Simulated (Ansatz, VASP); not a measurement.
## Two plane-wave programs on Mg5Cd3O8

```xyz
16
Lattice="-4.4054 -4.4054 0.0000 -4.4054 0.0000 -4.4054 0.0226 -4.4279 -4.4279" Properties=species:S:1:pos:R:3 pbc="T T T"
Cd   -4.3941   -4.4167   -4.4167
Cd   -2.1914   -2.2140   -4.4167
Cd   -2.1914   -4.4167   -2.2140
Mg    0.0113   -2.2140   -2.2140
Mg   -4.4054   -2.2027   -2.2027
Mg   -2.2027    0.0000   -2.2027
Mg   -2.2027   -2.2027    0.0000
Mg    0.0000    0.0000    0.0000
O    -2.1988   -2.1175   -2.1175
O    -4.4906   -4.4092   -2.1175
O    -4.4906   -2.1175   -4.4092
O    -6.6971   -4.3163   -4.3163
O    -2.0911   -4.5170   -4.5170
O    -4.2976   -6.7158   -4.4241
O    -4.2976   -4.4241   -6.7158
O    -6.5894   -6.7158   -6.7158
```

Alike in both runs: task relaxation of cell and atoms; functional PBEsol; k mesh 6 × 6 × 6; occupations gaussian, width 0.02 eV; no spin polarisation.

|  | VASP | Ansatz |
| --- | --- | --- |
| version | VASP 6.6.1 | Ansatz 0.2.0 |
| potentials or method | VASP PAW PBE potentials, release 64 (Cd, Mg, O), cutoff 600 eV | scalar-relativistic, plane waves, PAW |
| valence electrons in the cell | 94 | 158 |

VASP gave:

| Item | Value |
| --- | --- |
| gap on the k mesh at the Fermi level, each at its own relaxed structure (eV) | 1.75 |
| relaxed volume (Å³/atom) | 10.80 |
| relaxed cell length with the largest relative difference (Å) | 6.274 |

**Question.** Estimate Ansatz's values.

**Answer.** gap on the k mesh at the Fermi level, each at its own relaxed structure (eV): 1.78; relaxed volume (Å³/atom): 10.78; relaxed cell length with the largest relative difference (Å): 6.268.

VASP's potentials were made for PBE, not for PBEsol. VASP's potentials hold 94 valence electrons a cell and Ansatz's 158, so a difference there can come from the potentials and not from the codes.
